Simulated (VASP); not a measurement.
# ZnAu (Pm-3m) in VASP: relaxation of cell and atoms with PBE

Aim: the relaxation of cell and atoms of ZnAu with PBE.

Program: VASP 6.6.1. These are calculated values, not measurements. Logs are shortened: lines on timing, memory, paths and dates and some standing lists are left out, and cuts for length are marked.

## 1. The cell of the first run

It takes space group Pm-3m (No. 221, cubic). The conventional cell has a = 3.162 Å, b = 3.162 Å, c = 3.162 Å, α = 90.00°, β = 90.00°, γ = 90.00°. Zn (site symmetry m-3m) has 8 Au at 2.74 Å and 6 Zn at 3.16 Å within 3.6 Å. Au (site symmetry m-3m) has 8 Zn at 2.74 Å and 6 Au at 3.16 Å within 3.6 Å.

## 2. Relaxation of cell and atoms, PBE, non-collinear spin, zero start, spin-orbit coupling

INCAR

```
SYSTEM = ZnAu
ALGO = Normal
EDIFF = 1E-7
EDIFFG = -0.03
ENCUT = 600
GGA = PE
GGA_COMPAT = .False.
IBRION = 2
ISIF = 3
ISMEAR = -1
LASPH = .True.
LCHARG = .False.
LMAXMIX = 4
LORBIT = 11
LORBMOM = .True.
LREAL = .False.
LSORBIT = .True.
LWAVE = .False.
MAGMOM = 0 0 0 0 0 0
NELM = 150
NSW = 60
PREC = Accurate
SIGMA = 0.1
```

KPOINTS

```
k-points
0
Gamma
  9 9 9
  0 0 0
```

POSCAR

```
ZnAu
1.0
    3.1624294000      0.0000000000      0.0000000000
    0.0000000000      3.1624294000      0.0000000000
    0.0000000000      0.0000000000      3.1624294000
Zn Au
1 1
Direct
    0.5000000000      0.5000000000      0.5000000000
    0.0000000000      0.0000000000      0.0000000000
```

Potentials or basis: VASP PAW PBE potentials, release 64 (Zn, Au).

Started as:

```sh
$ cat potpaw_PBE.64/Zn/POTCAR potpaw_PBE.64/Au/POTCAR > POTCAR
$ mpirun -np 1 vasp_ncl > vasp.out
```

OUTCAR:

```text
SYSTEM = ZnAu
   EDIFF = 1E-7
   EDIFFG = -0.03
   ENCUT = 600
   GGA = PE
   IBRION = 2
   ISIF = 3
   ISMEAR = -1
   LASPH = .True.
   LORBIT = 11
   LREAL = .False.
   LSORBIT = .True.
   NELM = 150
   NSW = 60
   PREC = Accurate

 ion  position               nearest neighbor table
   1  0.500  0.500  0.500-   2 2.74   2 2.74   2 2.74   2 2.74   2 2.74   2 2.74   2 2.74   2 2.74

   2  0.000  0.000  0.000-   1 2.74   1 2.74   1 2.74   1 2.74   1 2.74   1 2.74   1 2.74   1 2.74

  LATTYP: Found a simple cubic cell.
 ALAT       =     3.1624294000

  Lattice vectors:

 A1 = (   3.1624294000,   0.0000000000,   0.0000000000)
 A2 = (   0.0000000000,   3.1624294000,   0.0000000000)
 A3 = (   0.0000000000,   0.0000000000,   3.1624294000)

Analysis of symmetry for initial positions (statically):
=====================================================================
 Subroutine PRICEL returns:
 Original cell was already a primitive cell.

 Routine SETGRP: Setting up the symmetry group for a
 simple cubic supercell.

 Subroutine GETGRP returns: Found 48 space group operations
 (whereof 48 operations were pure point group operations)
 out of a pool of 48 trial point group operations.

The static configuration has the point symmetry O_h .

Analysis of symmetry for dynamics (positions and initial velocities):
=====================================================================
 Subroutine PRICEL returns:
 Original cell was already a primitive cell.

 Routine SETGRP: Setting up the symmetry group for a
 simple cubic supercell.

 Subroutine GETGRP returns: Found 48 space group operations
 (whereof 48 operations were pure point group operations)
 out of a pool of 48 trial point group operations.

The dynamic configuration has the point symmetry O_h .

Analysis of structural, dynamic, and magnetic symmetry:
=====================================================================
 Subroutine PRICEL returns:
 Original cell was already a primitive cell.

 Routine SETGRP: Setting up the symmetry group for a
 simple cubic supercell.

 Subroutine GETGRP returns: Found 48 space group operations
 (whereof 48 operations were pure point group operations)
 out of a pool of 48 trial point group operations.

The overall configuration has the point symmetry O_h .
[... 1049 lines left out ...]
  -------------------------------------------------------------------------------------
  Total       -0.0073447     -0.0073447     -0.0073447      0.0000000     -0.0000000      0.0000000
  in kB       -0.3642198     -0.3642198     -0.3642198      0.0000000     -0.0000000      0.0000000
  external PRESSURE =      -0.3642198 kB  Pullay stress =       0.0000000 kB
[... 17 lines left out ...]
  FREE ENERGIE OF THE ION-ELECTRON SYSTEM (eV)
  ---------------------------------------------------
  free  energy   TOTEN  =        -5.0387968579 eV

  energy  without entropy=       -5.0185701098  energy(sigma->0) =       -5.02868348

 reached required accuracy - stopping structural energy minimisation

 orbital moment (x)

 # of ion     p       d       tot
 ----------------------------------------
  1        -0.000  -0.000  -0.000
  2        -0.000  -0.000  -0.000
 ----------------------------------------
           -0.000  -0.000  -0.000

 orbital moment (y)

 # of ion     p       d       tot
 ----------------------------------------
  1        -0.000  -0.000  -0.000
  2        -0.000  -0.000  -0.000
 ----------------------------------------
           -0.000  -0.000  -0.000

 orbital moment (z)

 # of ion     p       d       tot
 ----------------------------------------
  1         0.000   0.000   0.000
  2         0.000   0.000   0.000
 ----------------------------------------
            0.000   0.000   0.000

 Spin-Orbit-Coupling matrix elements

 Ion:    1  E_soc:     -0.0089653
 l=   1
     0.0000000    -0.0003597    -0.0003597
    -0.0003597     0.0000000    -0.0003597
    -0.0003597    -0.0003597     0.0000000
 l=   2
     0.0000000    -0.0002707     0.0000000    -0.0002707    -0.0008639
    -0.0002707     0.0000000    -0.0006479    -0.0002707    -0.0002160
     0.0000000    -0.0006479     0.0000000    -0.0006479     0.0000000
    -0.0002707    -0.0002707    -0.0006479     0.0000000    -0.0002160
    -0.0008639    -0.0002160     0.0000000    -0.0002160     0.0000000
 l=   3
     0.0000000     0.0000000     0.0000000     0.0000000     0.0000000     0.0000000     0.0000000
     0.0000000     0.0000000     0.0000000     0.0000000     0.0000000     0.0000000     0.0000000
     0.0000000     0.0000000     0.0000000     0.0000000     0.0000000     0.0000000     0.0000000
     0.0000000     0.0000000     0.0000000     0.0000000     0.0000000     0.0000000     0.0000000
     0.0000000     0.0000000     0.0000000     0.0000000     0.0000000     0.0000000     0.0000000
     0.0000000     0.0000000     0.0000000     0.0000000     0.0000000     0.0000000     0.0000000
     0.0000000     0.0000000     0.0000000     0.0000000     0.0000000     0.0000000     0.0000000

 Ion:    2  E_soc:     -0.5700805
 l=   1
     0.0000000    -0.0278637    -0.0278637
    -0.0278637     0.0000000    -0.0278637
    -0.0278637    -0.0278637     0.0000000
 l=   2
     0.0000000    -0.0134052     0.0000000    -0.0134052    -0.0537445
    -0.0134052     0.0000000    -0.0403084    -0.0134052    -0.0134361
     0.0000000    -0.0403084     0.0000000    -0.0403084     0.0000000
    -0.0134052    -0.0134052    -0.0403084     0.0000000    -0.0134361
    -0.0537445    -0.0134361     0.0000000    -0.0134361     0.0000000
 l=   3
     0.0000000     0.0000000     0.0000000     0.0000000     0.0000000     0.0000000     0.0000000
     0.0000000     0.0000000     0.0000000     0.0000000     0.0000000     0.0000000     0.0000000
     0.0000000     0.0000000     0.0000000     0.0000000     0.0000000     0.0000000     0.0000000
     0.0000000     0.0000000     0.0000000     0.0000000     0.0000000     0.0000000     0.0000000
     0.0000000     0.0000000     0.0000000     0.0000000     0.0000000     0.0000000     0.0000000
     0.0000000     0.0000000     0.0000000     0.0000000     0.0000000     0.0000000     0.0000000
     0.0000000     0.0000000     0.0000000     0.0000000     0.0000000     0.0000000     0.0000000

 total charge

# of ion       s       p       d       tot
------------------------------------------
    1        0.521   0.419   9.765  10.704
    2        0.615   0.378   8.694   9.686
--------------------------------------------------
tot          1.135   0.797  18.458  20.390

 magnetization (x)

# of ion       s       p       d       tot
------------------------------------------
    1       -0.000   0.000   0.000  -0.000
    2       -0.000   0.000   0.000   0.000
--------------------------------------------------
tot         -0.000   0.000   0.000   0.000

 magnetization (y)

# of ion       s       p       d       tot
------------------------------------------
    1       -0.000   0.000   0.000  -0.000
    2       -0.000   0.000  -0.000  -0.000
--------------------------------------------------
tot         -0.000   0.000  -0.000  -0.000

 magnetization (z)

# of ion       s       p       d       tot
------------------------------------------
    1        0.000  -0.000  -0.000   0.000
    2       -0.000   0.000  -0.000   0.000
--------------------------------------------------
tot          0.000   0.000  -0.000   0.000
```

OSZICAR:

```text
N       E                     dE             d eps       ncg     rms          rms(c)
DAV:   1     0.187623396006E+03    0.18762E+03   -0.12312E+04  2148   0.230E+03
DAV:   2     0.806422343140E+01   -0.17956E+03   -0.16897E+03  2122   0.462E+02
[... 28 lines left out ...]
DAV:   4    -0.503942655131E+01    0.93423E-03   -0.48150E-04  2890   0.704E-01    0.263E-01
DAV:   5    -0.503880791416E+01    0.61864E-03   -0.61550E-04  3172   0.621E-01    0.844E-02
DAV:   6    -0.503879875382E+01    0.91603E-05   -0.15993E-04  2460   0.246E-01    0.192E-02
DAV:   7    -0.503879693981E+01    0.18140E-05   -0.20844E-05  2246   0.504E-02    0.695E-03
DAV:   8    -0.503879693333E+01    0.64774E-08   -0.17899E-06  2624   0.253E-02    0.197E-03
DAV:   9    -0.503879685793E+01    0.75405E-07   -0.15677E-07  1754   0.494E-03
   3 F= -.50387969E+01 E0= -.50286835E+01  d E =-.548723E-02  mag=     0.0000    -0.0000     0.0000
```

CONTCAR:

```text
ZnAu
   1.00000000000000
     3.1849823625108740    0.0000000000000000   -0.0000000000000000
    -0.0000000000000000    3.1849823625108740    0.0000000000000000
     0.0000000000000000    0.0000000000000000    3.1849823625108740
  Zn              Au
     1     1
Direct
     0.5000000000000000    0.5000000000000000    0.5000000000000000
     0.0000000000000000    0.0000000000000000    0.0000000000000000

  0.00000000E+00  0.00000000E+00  0.00000000E+00
  0.00000000E+00  0.00000000E+00  0.00000000E+00
```

It took 3.9 min on 1 thread of AMD EPYC 7R43 (Zen 3), shared host; peak memory 0.26 GiB.

What came out:

- Free energy: -5.0388 eV
- Relaxed volume: 16.15 Å³/atom
- Relaxed cell: a = 3.185 Å, b = 3.185 Å, c = 3.185 Å, α = 90.00°, β = 90.00°, γ = 90.00°
- Space group after relaxing (to 0.05 Å): Pm-3m (No. 221)
- Energy gained by relaxing: 2.7 meV/atom
- Ionic steps: 3
- Pressure after relaxing: 0.0 GPa
- Net moment: 0.00 μB per cell
- Valence electrons inside the program's atomic spheres: Zn 10.70; Au 9.69

The path:
```
step  energy change (eV)  largest force (eV/Å)  pressure (GPa)  volume (Å³)
   1              0.0000                0.0000            2.63        31.63
   2             -0.0025                0.0000           -1.81        32.83
   3             -0.0055                0.0000           -0.04        32.31
```

Final structure:
```
Zn Au
1.0
     3.18498    0.00000    0.00000
     0.00000    3.18498    0.00000
     0.00000    0.00000    3.18498
Zn Au
1 1
Cartesian
  1.5925 1.5925 1.5925
  0.0000 0.0000 0.0000
```

Moments on the atoms (μB; x, y, z):
```
Zn  0.00 0.00 0.00
Au  0.00 0.00 0.00
```
